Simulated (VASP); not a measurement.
Set up this calculation in VASP 6.6.1, as the native input.

| Item | Value |
| --- | --- |
| Task | single point |
| Functional | PBEsol |
| Potentials or basis | VASP PAW PBE potentials, release 64 (P) |
| Cutoff | 520 eV |
| k mesh | 18 × 18 × 18 |
| Occupations | gaussian, width 0.1 eV |
| Spin | no spin polarisation |
| Dipole correction | no |
| Further INCAR settings | ALGO = Normal; EDIFF = 1e-07; NBANDS = 8 |

The structure of P lies in POSCAR:

```
P
1.0
    2.4337207851      0.0000000000      0.0000000000
    0.0000000000      2.4337207851      0.0000000000
    0.0000000000      0.0000000000      2.3731804670
P
1
Direct
    0.0000000000      0.0000000000      0.0000000000
```

This cell differs from its parent crystal: uniaxial strain along c: -2.0 %.

One way to write it, as run:

INCAR

```
SYSTEM = P
ALGO     = Normal         ! electronic algorithm
EDIFF    = 1E-7           ! SCF threshold, eV
ENCUT    = 520            ! plane-wave cutoff, eV
GGA      = PS             ! functional
ISIF     = 2              ! what is computed and relaxed
ISMEAR   = 0              ! smearing method
LASPH    = .TRUE.         ! aspherical terms in the spheres
LCHARG   = .FALSE.        ! write CHGCAR
LREAL    = .FALSE.        ! projectors in reciprocal space
LWAVE    = .FALSE.        ! write WAVECAR
NBANDS   = 8              ! bands
NELM     = 100            ! most SCF steps
PREC     = Accurate       ! precision mode
SIGMA    = 0.1            ! smearing width, eV
```

KPOINTS

```
k-points
0
G
  18 18 18
  0 0 0
```

Potentials or basis: VASP PAW PBE potentials, release 64 (P).

Launch:

```bash
$ cat potpaw_PBE.64/P/POTCAR > POTCAR
$ mpirun -np 1 vasp_std > vasp.out
```

Results of the run:

```yaml
Pressure: 1.5 GPa
```

Caveat: the cell differs from its parent crystal (uniaxial strain along c: -2.0 %); the PAW data sets were made with another functional, which shifts forces and pressure a little.

Wall time 25 s on 1 thread of Intel(R) Xeon(R) Platinum 8259CL CPU @ 2.50GHz (Skylake/Cascade Lake), with other jobs on the host, peak memory 0.16 GiB.
